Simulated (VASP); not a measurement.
Write the native input for VASP 6.6.1 that does the following.

```
Task                      : relaxation of the atoms
Functional                : LDA
Potentials or basis       : VASP PAW LDA potentials, release 64 (Mo_sv)
Cutoff                    : 520 eV
k mesh                    : 11 × 11 × 1
Occupations               : gaussian, width 0.1 eV
Spin                      : no spin polarisation
Dipole correction         : yes
Atoms held fixed (from 0) : [0]
Further INCAR settings    : ALGO = Normal; EDIFF = 1e-06; IBRION = 2; EDIFFG = -0.03; NSW = 70
```

The structure of Mo lies in POSCAR:

```
Mo
1.0
    2.6943623785      0.0000000000      0.0000000000
   -0.8981207928      2.5402692118      0.0000000000
    0.0000000000      0.0000000000     18.3998753397
Mo
3
Selective dynamics
Direct
    0.5000000000      0.5000000000      0.3804373601  F F F
    0.0000000000      0.0000000000      0.5000000000  T T T
    0.5000000000      0.5000000000      0.6195626399  T T T
```

These files were run (other wordings do the same):

INCAR

```
SYSTEM = Mo
  PREC = Accurate
  ENCUT = 520
  EDIFF = 1E-6
  ISMEAR = 0
  SIGMA = 0.1
  LREAL = .FALSE.
  LASPH = .TRUE.
  NELM = 60
  ALGO = Normal
  ISIF = 2
  LWAVE = .FALSE.
  LCHARG = .FALSE.
  LDIPOL = .TRUE.
  IDIPOL = 3
  DIPOL = 0.5 0.5 0.500
  IBRION = 2
  NSW = 70
  EDIFFG = -0.03
```

KPOINTS

```
regular mesh
0
G
  11 11 1
  0 0 0
```

Potentials or basis: VASP PAW LDA potentials, release 64 (Mo_sv).

Command:

```sh
$ cat potpaw_LDA.64/Mo_sv/POTCAR > POTCAR
$ mpirun -np 1 vasp_std > vasp.out
```

It gave:

- Energy gained by relaxing: 15.2 meV/atom
- Ionic steps: 5
- Band gap on the k mesh: zero (band 21 reaches 2.87 eV, above the bottom of band 22 at 0.91 eV)

Wall time 3.4 min on 1 thread of AMD EPYC 9R45 96-Core Processor (Zen 5), with other jobs on the host, peak memory 0.2 GiB.
